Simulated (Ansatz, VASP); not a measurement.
# V in VASP and in Ansatz

The input INCAR:

```
SYSTEM = V
ALGO     = Normal         ! electronic algorithm
EDIFF    = 1E-6           ! SCF threshold, eV
ENCUT    = 500            ! plane-wave cutoff, eV
GGA_COMPAT= .FALSE.      
ISIF     = 2              ! what is computed and relaxed
ISMEAR   = 0              ! smearing method
LASPH    = .TRUE.         ! aspherical terms in the spheres
LCHARG   = .TRUE.         ! write CHGCAR
LELF     = .TRUE.         ! ELF
LREAL    = .FALSE.        ! projectors in reciprocal space
LVHAR    = .TRUE.       
LWAVE    = .FALSE.        ! write WAVECAR
NBANDS   = 12             ! bands
NELM     = 120            ! most SCF steps
PREC     = Accurate       ! precision mode
SIGMA    = 0.05           ! smearing width, eV
```

File KPOINTS:

```
k-points
0
G
  22 22 22
  0 0 0
```

POSCAR

```
V
1.0
   -1.4429707529      1.4429707529      1.4429707529
    1.4429707529     -1.4429707529      1.4429707529
    1.4429707529      1.4429707529     -1.4429707529
V
1
Direct
    0.0000000000      0.0000000000      0.0000000000
```

Input for Ansatz:

```yaml
crystal:
  lattice:
    - [-1.4429707529, 1.4429707529, 1.4429707529]
    - [1.4429707529, -1.4429707529, 1.4429707529]
    - [1.4429707529, 1.4429707529, -1.4429707529]
  atoms:
    - { symbol: V, position: [0.0, 0.0, 0.0] }
basis:
  ecutwfc: 420
  ecutrho_ratio: 4
kpoints:
  mp_grid: { grid: [22, 22, 22] }
hamiltonian:
  xc: lda
scf:
  occupations: { method: gaussian, width: 0.05 }
output:
  forces: true
  stress: true
  eigenvalues: true
```

Alike in both runs: task single point; functional LDA; k mesh 22 × 22 × 22; occupations gaussian, width 0.05 eV; no spin polarisation.

```csv
,VASP,Ansatz
version,VASP 6.6.1,Ansatz 0.2.0
potentials or method,"VASP PAW LDA potentials, release 64 (V_sv), cutoff 500 eV","scalar-relativistic, plane waves, PAW"
valence electrons in the cell,13,13
```

|  | VASP | Ansatz | Ansatz less VASP |
| --- | --- | --- | --- |
| gap on the k mesh at the Fermi level (eV) | none | none | - |
| pressure (GPa) | 9.9 | 9.4 | -0.51 |

LDA's correlation is that of Perdew and Zunger in VASP and of Perdew and Wang (1992) in Ansatz. A gap of «none» marks a metal or a gap that the smearing closes.
